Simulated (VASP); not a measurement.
# Ti (P6_3/mmc) in VASP: further runs, part 2 of 3

VASP 6.6.1. Earlier steps stand in the parts before.

### 3 Electric field gradients, LDA

This run uses another cell than the first one, of 17.32 Å³/atom, 1.026 times its volume.

Input file INCAR:

```
SYSTEM = Ti
PREC = Accurate ; ENCUT = 520
EDIFF = 1E-8 ; ISMEAR = -1
SIGMA = 0.05 ; LREAL = .False.
LASPH = .True. ; NELM = 80
ALGO = Normal ; ISIF = 2
LWAVE = .False. ; LCHARG = .False.
LEFG = .True. ; NBANDS = 19
```

Input file KPOINTS:

```
regular mesh
0
Gamma
  13 13 7
  0 0 0
```

Input file POSCAR:

```
Ti
1.0
    2.9357319231      0.0000000000      0.0000000000
   -1.4678659615      2.5424184241      0.0000000000
    0.0000000000      0.0000000000      4.6408561500
Ti
2
Direct
    0.3333333333      0.6666666667      0.2500000000
    0.6666666667      0.3333333333      0.7500000000
```

Potentials or basis: VASP PAW LDA potentials, release 64 (Ti_sv).

Command:

```bash
cat potpaw_LDA.64/Ti_sv/POTCAR > POTCAR
mpirun -np 1 vasp_std > vasp.out
```

OUTCAR:

```text
SYSTEM = Ti
   PREC = Accurate
   ENCUT = 520
   EDIFF = 1E-8
   ISMEAR = -1
   LREAL = .False.
   LASPH = .True.
   NELM = 80
   ISIF = 2

 ion  position               nearest neighbor table
   1  0.333  0.667  0.250-   2 2.87   2 2.87   2 2.87   2 2.87   2 2.87   2 2.87
   2  0.667  0.333  0.750-   1 2.87   1 2.87   1 2.87   1 2.87   1 2.87   1 2.87

  LATTYP: Found a hexagonal cell.
 ALAT       =     2.9357319231
 C/A-ratio  =     1.5808174151

  Lattice vectors:

 A1 = (   2.9357319231,   0.0000000000,   0.0000000000)
 A2 = (  -1.4678659615,   2.5424184241,   0.0000000000)
 A3 = (   0.0000000000,   0.0000000000,   4.6408561500)

Analysis of symmetry for initial positions (statically):
=====================================================================
 Subroutine PRICEL returns:
 Original cell was already a primitive cell.

 Routine SETGRP: Setting up the symmetry group for a
 hexagonal supercell.

 Subroutine GETGRP returns: Found 24 space group operations
 (whereof 12 operations were pure point group operations)
 out of a pool of 24 trial point group operations.

The static configuration has the point symmetry D_3d.
 The point group associated with its full space group is D_6h.

Analysis of symmetry for dynamics (positions and initial velocities):
=====================================================================
 Subroutine PRICEL returns:
 Original cell was already a primitive cell.

 Routine SETGRP: Setting up the symmetry group for a
 hexagonal supercell.

 Subroutine GETGRP returns: Found 24 space group operations
 (whereof 12 operations were pure point group operations)
 out of a pool of 24 trial point group operations.

The dynamic configuration has the point symmetry D_3d.
 The point group associated with its full space group is D_6h.

 Subroutine INISYM returns: Found 24 space group operations
 (whereof 12 operations are pure point group operations),
 and found     1 'primitive' translations

----------------------------------------------------------------------------------------

                                     Primitive cell

  volume of cell :      34.6387

  direct lattice vectors                    reciprocal lattice vectors
     2.935731923  0.000000000  0.000000000     0.340630557  0.196663144  0.000000000
    -1.467865962  2.542418424  0.000000000     0.000000000  0.393326287  0.000000000
     0.000000000  0.000000000  4.640856150     0.000000000  0.000000000  0.215477483

  length of vectors
     2.935731923  2.935731923  4.640856150     0.393326287  0.393326287  0.215477483

  position of ions in fractional coordinates (direct lattice)
     0.333333333  0.666666667  0.250000000
     0.666666667  0.333333333  0.750000000

  ion indices of the primitive-cell ions
   primitive index   ion index
                 1           1
                 2           2

----------------------------------------------------------------------------------------

 KPOINTS: regular mesh

Automatic generation of k-mesh.
[... 73 lines left out ...]
   ISYM   =      2    0-nonsym 1-usesym 2-fastsym
   POTIM  = 0.5000    time-step for ionic-motion
   TEBEG  =    0.0;   TEEND  =   0.0 temperature during run
   PSTRESS=    0.0 pullay stress
   NELECT =      24.0000    total number of electrons
   NUPDOWN=      -1.0000    fix difference up-down
   EMIN   =  10.00;   EMAX   =-10.00  energy-range for DOS
   EFERMI =   0.00;   METHOD = LEGACY
   ISMEAR =    -1;   SIGMA  =   0.05  broadening in eV -4-tet -1-fermi 0-gaus
   EFERMI_NEDOS =   21; number of points for ismear=-14 and -15
   IALGO  =     38    algorithm
   IMIX   =      4    mixing-type and parameters
     AMIX     =   0.40;   BMIX     =  1.00
     AMIX_MAG =   1.60;   BMIX_MAG =  1.00
  volume/ion in A,a.u.               =      17.32       116.88
  Fermi-wavevector in a.u.,A,eV,Ry     =   1.448632  2.737517 28.552297  2.098535
  Thomas-Fermi vector in A             =   2.566451
   LORBIT       =      0    0 simple, 1 ext, 2 COOP (PROOUT), +10 PAW based schemes
   GGA     = CA    functional components
   LHFCALC =     F    Hartree Fock is set to
   AEXX    =    0.0000 exact exchange contribution
   IVDW    =     0    specifies the selected vdW correction
   LEPSILON=     F    determine dielectric tensor
   LRPA    =     F    only Hartree local field effects (RPA)
 non-spin polarized calculation
  energy-cutoff  :      520.00
  volume of cell :       34.64
 maximum number of plane-waves:       965
 NGX is ok and might be reduce to    24
   NGX = 11   NGY = 11   NGZ = 17

 number of electron      24.0000002 magnetization

 Free energy of the ion-electron system (eV)
  ---------------------------------------------------
  ext. energy  EPLUGINS =         0.00000000
  ---------------------------------------------------
  free energy    TOTEN  =       -17.04158535 eV

  energy without entropy =      -17.02234333  energy(sigma->0) =      -17.03196434

 E-fermi :   8.1242     XC(G=0): -11.7977

 val. band max:        8.1178199974   @ k =   0.3846   0.2308   0.4286
 cond. band min:       8.1365846627   @ k =   0.0000   0.0000   0.4286
 fundamental gap:      0.0187646653
 Fermi energy:         8.1241743094

 k-point     1 :       0.0000    0.0000    0.0000
  band No.  band energies     occupation
      1     -48.0387      2.00000
      2     -47.8911      2.00000
      3     -25.0251      2.00000
      4     -24.3562      2.00000
      5     -24.3562      2.00000
      6     -24.2832      2.00000
[... 505 lines left out ...]
      6     -24.3843      2.00000
[... 11 lines left out ...]
     18       9.8866      0.00000
     19      11.3893      0.00000

 [... further k-points ...]

------------------------ aborting loop because EDIFF is reached ----------------------------------------

  FORCE on cell =-STRESS in cart. coord.  units (eV):
  Direction    XX          YY          ZZ          XY          YZ          ZX
  --------------------------------------------------------------------------------------
  -------------------------------------------------------------------------------------
  Total       -1.7727636     -1.7727636     -1.7541183     -0.0000000     -0.0000000      0.0000000
  in kB      -81.9973612    -81.9973612    -81.1349445     -0.0000000     -0.0000000      0.0000000
  external PRESSURE =     -81.7098890 kB  Pullay stress =       0.0000000 kB

 VOLUME and BASIS-vectors are now :
 -----------------------------------------------------------------------------
  energy-cutoff  :      520.00
  volume of cell :       34.64
      direct lattice vectors                 reciprocal lattice vectors
     2.935731923  0.000000000  0.000000000     0.340630557  0.196663144  0.000000000
    -1.467865962  2.542418424  0.000000000     0.000000000  0.393326287  0.000000000
     0.000000000  0.000000000  4.640856150     0.000000000  0.000000000  0.215477483

 POSITION                                       TOTAL-FORCE (eV/Angst)
 -----------------------------------------------------------------------------------
     -0.00000      1.69495      1.16021        -0.000000      0.000000      0.000000
      1.46787      0.84747      3.48064         0.000000     -0.000000      0.000000
 -----------------------------------------------------------------------------------
    total drift:                                0.000000     -0.000000      0.000000

  FREE ENERGIE OF THE ION-ELECTRON SYSTEM (eV)
  ---------------------------------------------------
  free  energy   TOTEN  =       -17.0415853500 eV

  energy  without entropy=      -17.0223433309  energy(sigma->0) =      -17.03196434

 Electric field gradients (V/A^2)
---------------------------------------------------------------------
 ion       V_xx      V_yy      V_zz      V_xy      V_xz      V_yz
---------------------------------------------------------------------
   1      -9.295    -9.295    18.590     0.000    -0.000     0.000
   2      -9.295    -9.295    18.590     0.000     0.000    -0.000
---------------------------------------------------------------------

 Electric field gradients after diagonalization (V/A^2)
 (convention: |V_zz| > |V_xx| > |V_yy|)
----------------------------------------------------------------------
 ion       V_xx      V_yy      V_zz     asymmetry (V_yy - V_xx)/ V_zz
----------------------------------------------------------------------
   1      -9.295    -9.295    18.590       0.000
   2      -9.295    -9.295    18.590       0.000
----------------------------------------------------------------------

           NMR quadrupolar parameters

 Cq : quadrupolar parameter    Cq=e*Q*V_zz/h
 eta: asymmetry parameters     (V_yy - V_xx)/ V_zz
 Q  : nuclear electric quadrupole moment in mb (millibarn)
----------------------------------------------------------------------
 ion       Cq(MHz)       eta       Q (mb)
----------------------------------------------------------------------
   1       0.045       0.000       1.000
   2       0.045       0.000       1.000
----------------------------------------------------------------------
```

OSZICAR:

```text
N       E                     dE             d eps       ncg     rms          rms(c)
DAV:   1     0.265410226113E+03    0.26541E+03   -0.13072E+04  3200   0.156E+03
DAV:   2     0.109293070997E+02   -0.25448E+03   -0.25058E+03  3293   0.442E+02
DAV:   3    -0.178980977918E+02   -0.28827E+02   -0.28499E+02  5916   0.122E+02
DAV:   4    -0.191438444175E+02   -0.12457E+01   -0.12446E+01  3699   0.265E+01
DAV:   5    -0.192047610989E+02   -0.60917E-01   -0.60910E-01  4683   0.412E+00    0.116E+01
DAV:   6    -0.170567621641E+02    0.21480E+01   -0.78746E+00  3720   0.273E+01    0.284E+00
DAV:   7    -0.170301592511E+02    0.26603E-01   -0.65744E-01  4782   0.547E+00    0.199E+00
DAV:   8    -0.170484655992E+02   -0.18306E-01   -0.19321E-01  3441   0.533E+00    0.684E-01
DAV:   9    -0.170410771116E+02    0.73885E-02   -0.39781E-02  3593   0.212E+00    0.722E-02
DAV:  10    -0.170415656693E+02   -0.48856E-03   -0.32257E-03  4636   0.311E-01    0.876E-02
DAV:  11    -0.170415959745E+02   -0.30305E-04   -0.11135E-04  3974   0.827E-02    0.452E-02
DAV:  12    -0.170415853061E+02    0.10668E-04   -0.46365E-05  3488   0.636E-02    0.356E-03
DAV:  13    -0.170415850429E+02    0.26322E-06   -0.20088E-06  4039   0.114E-02    0.307E-03
DAV:  14    -0.170415853447E+02   -0.30177E-06   -0.32973E-07  3341   0.477E-03    0.343E-04
DAV:  15    -0.170415853500E+02   -0.53292E-08   -0.48654E-08  3222   0.943E-04
   1 F= -.17041585E+02 E0= -.17031964E+02  d E =-.192420E-01
```

stdout:

```text
POSCAR found type information on POSCAR Ti
 POSCAR found :  1 types and       2 ions
 scaLAPACK will be used
 LDA part: xc-table for (Slater(with rela. corr.)+CA(PZ))
 , standard interpolation
 POSCAR, INCAR and KPOINTS ok, starting setup
 FFT: planning ... GRIDC
 FFT: planning ... GRID_SOFT
 FFT: planning ... GRID
 WAVECAR not read
 entering main loop
ion   1

ion   2
```

It took 21 s on 1 thread of Intel Xeon Platinum 8559C (Emerald Rapids), shared host; peak memory 0.16 GiB.

Results:

```yaml
Free_energy: -17.0416 eV
Pressure: -8.2 GPa
Band_gap_on_the_k_mesh: zero (band 12 reaches 8.86 eV, above the bottom of band 13 at 7.79 eV)
```

Stress tensor (GPa, compression positive):
```
-8.20  0.00  0.00
 0.00 -8.20  0.00
 0.00  0.00 -8.11
```

Electric field gradients, principal values (V/Å²):
```tsv
atom	least	middle	greatest (by size)
1 Ti	-9.295	-9.295	18.590
2 Ti	-9.295	-9.295	18.590
```

Caveat: without QUAD_EFG the Cq values of the log hold for a quadrupole moment of 1 mb, not for the nuclei.

### 4 Electric field gradients, LDA

This run uses another cell than the first one, of 17.32 Å³/atom, 1.026 times its volume.

Input file INCAR:

```
SYSTEM = Ti
ALGO = Normal
EDIFF = 1E-8
ENCUT = 520
GGA = CA
ISIF = 2
ISMEAR = -1
LASPH = .True.
LCHARG = .False.
LEFG = .True.
LREAL = .False.
LWAVE = .False.
NBANDS = 19
NELM = 100
PREC = Accurate
SIGMA = 0.05
```

Input file KPOINTS:

```
k-points
0
Gamma
  13 13 7
  0 0 0
```

POSCAR is that of step 3.

Potentials or basis: VASP PAW LDA potentials, release 64 (Ti_sv).

Command:

```bash
cat potpaw_LDA.64/Ti_sv/POTCAR > POTCAR
mpirun -np 1 vasp_std > vasp.out
```

OUTCAR:

```text
SYSTEM = Ti
   EDIFF = 1E-8
   ENCUT = 520
   GGA = CA
   ISIF = 2
   ISMEAR = -1
   LASPH = .True.
   LREAL = .False.
   NELM = 100
   PREC = Accurate

 ion  position               nearest neighbor table
   1  0.333  0.667  0.250-   2 2.87   2 2.87   2 2.87   2 2.87   2 2.87   2 2.87
   2  0.667  0.333  0.750-   1 2.87   1 2.87   1 2.87   1 2.87   1 2.87   1 2.87

  LATTYP: Found a hexagonal cell.
 ALAT       =     2.9357319231
 C/A-ratio  =     1.5808174151

  Lattice vectors:

 A1 = (   2.9357319231,   0.0000000000,   0.0000000000)
 A2 = (  -1.4678659615,   2.5424184241,   0.0000000000)
 A3 = (   0.0000000000,   0.0000000000,   4.6408561500)

Analysis of symmetry for initial positions (statically):
=====================================================================
 Subroutine PRICEL returns:
 Original cell was already a primitive cell.

 Routine SETGRP: Setting up the symmetry group for a
 hexagonal supercell.
[... 719 lines left out ...]
  volume of cell :       34.64
      direct lattice vectors                 reciprocal lattice vectors
     2.935731923  0.000000000  0.000000000     0.340630557  0.196663144  0.000000000
    -1.467865962  2.542418424  0.000000000     0.000000000  0.393326287  0.000000000
     0.000000000  0.000000000  4.640856150     0.000000000  0.000000000  0.215477483

 POSITION                                       TOTAL-FORCE (eV/Angst)
 -----------------------------------------------------------------------------------
     -0.00000      1.69495      1.16021        -0.000000      0.000000      0.000000
      1.46787      0.84747      3.48064         0.000000     -0.000000      0.000000
 -----------------------------------------------------------------------------------
    total drift:                                0.000000     -0.000000      0.000000

  FREE ENERGIE OF THE ION-ELECTRON SYSTEM (eV)
  ---------------------------------------------------
  free  energy   TOTEN  =       -17.0415853500 eV

  energy  without entropy=      -17.0223433309  energy(sigma->0) =      -17.03196434

 Electric field gradients (V/A^2)
---------------------------------------------------------------------
 ion       V_xx      V_yy      V_zz      V_xy      V_xz      V_yz
---------------------------------------------------------------------
   1      -9.295    -9.295    18.590     0.000    -0.000     0.000
   2      -9.295    -9.295    18.590     0.000     0.000    -0.000
---------------------------------------------------------------------

 Electric field gradients after diagonalization (V/A^2)
 (convention: |V_zz| > |V_xx| > |V_yy|)
----------------------------------------------------------------------
 ion       V_xx      V_yy      V_zz     asymmetry (V_yy - V_xx)/ V_zz
----------------------------------------------------------------------
   1      -9.295    -9.295    18.590       0.000
   2      -9.295    -9.295    18.590       0.000
----------------------------------------------------------------------

           NMR quadrupolar parameters

 Cq : quadrupolar parameter    Cq=e*Q*V_zz/h
 eta: asymmetry parameters     (V_yy - V_xx)/ V_zz
 Q  : nuclear electric quadrupole moment in mb (millibarn)
----------------------------------------------------------------------
 ion       Cq(MHz)       eta       Q (mb)
----------------------------------------------------------------------
   1       0.045       0.000       1.000
   2       0.045       0.000       1.000
----------------------------------------------------------------------
```

OSZICAR:

```text
N       E                     dE             d eps       ncg     rms          rms(c)
DAV:   1     0.265410226113E+03    0.26541E+03   -0.13072E+04  3200   0.156E+03
DAV:   2     0.109293070997E+02   -0.25448E+03   -0.25058E+03  3293   0.442E+02
DAV:   3    -0.178980977918E+02   -0.28827E+02   -0.28499E+02  5916   0.122E+02
DAV:   4    -0.191438444175E+02   -0.12457E+01   -0.12446E+01  3699   0.265E+01
DAV:   5    -0.192047610989E+02   -0.60917E-01   -0.60910E-01  4683   0.412E+00    0.116E+01
DAV:   6    -0.170567621641E+02    0.21480E+01   -0.78746E+00  3720   0.273E+01    0.284E+00
DAV:   7    -0.170301592511E+02    0.26603E-01   -0.65744E-01  4782   0.547E+00    0.199E+00
DAV:   8    -0.170484655992E+02   -0.18306E-01   -0.19321E-01  3441   0.533E+00    0.684E-01
DAV:   9    -0.170410771116E+02    0.73885E-02   -0.39781E-02  3593   0.212E+00    0.722E-02
DAV:  10    -0.170415656693E+02   -0.48856E-03   -0.32257E-03  4636   0.311E-01    0.876E-02
DAV:  11    -0.170415959745E+02   -0.30305E-04   -0.11135E-04  3974   0.827E-02    0.452E-02
DAV:  12    -0.170415853061E+02    0.10668E-04   -0.46365E-05  3488   0.636E-02    0.356E-03
DAV:  13    -0.170415850429E+02    0.26322E-06   -0.20088E-06  4039   0.114E-02    0.307E-03
DAV:  14    -0.170415853447E+02   -0.30177E-06   -0.32973E-07  3341   0.477E-03    0.343E-04
DAV:  15    -0.170415853500E+02   -0.53292E-08   -0.48654E-08  3222   0.943E-04
   1 F= -.17041585E+02 E0= -.17031964E+02  d E =-.192420E-01
```

stdout:

```text
POSCAR found type information on POSCAR Ti
 POSCAR found :  1 types and       2 ions
 scaLAPACK will be used
 LDA part: xc-table for (Slater(with rela. corr.)+CA(PZ))
 , standard interpolation
 POSCAR, INCAR and KPOINTS ok, starting setup
 FFT: planning ... GRIDC
 FFT: planning ... GRID_SOFT
 FFT: planning ... GRID
 WAVECAR not read
 entering main loop
ion   1

ion   2
```

Run time: 22 s. Hardware: 1 thread of Intel Xeon Platinum 8559C (Emerald Rapids), shared host; peak memory 0.16 GiB.

Results:

* Free energy: -17.0416 eV
* Pressure: -8.2 GPa
* Band gap on the k mesh: zero (band 12 reaches 8.86 eV, above the bottom of band 13 at 7.79 eV)

Stress tensor (GPa, compression positive):
```
-8.20  0.00  0.00
 0.00 -8.20  0.00
 0.00  0.00 -8.11
```

Levels at points of the mesh, in eV from the Fermi level:
```csv
k point,band 9,band 10,band 11,band 12,band 13,band 14,band 15,band 16
"(0.00, 0.00, 0.00)",-6.14,-2.69,0.74,0.74,0.88,0.90,1.24,1.24
```

Electric field gradients, principal values (V/Å²):
```
atom   least  middle  greatest (by size)
1 Ti  -9.295  -9.295              18.590
2 Ti  -9.295  -9.295              18.590
```

Caveat: without QUAD_EFG the Cq values of the log hold for a quadrupole moment of 1 mb, not for the nuclei.

(Continued in part 3 of 3.)
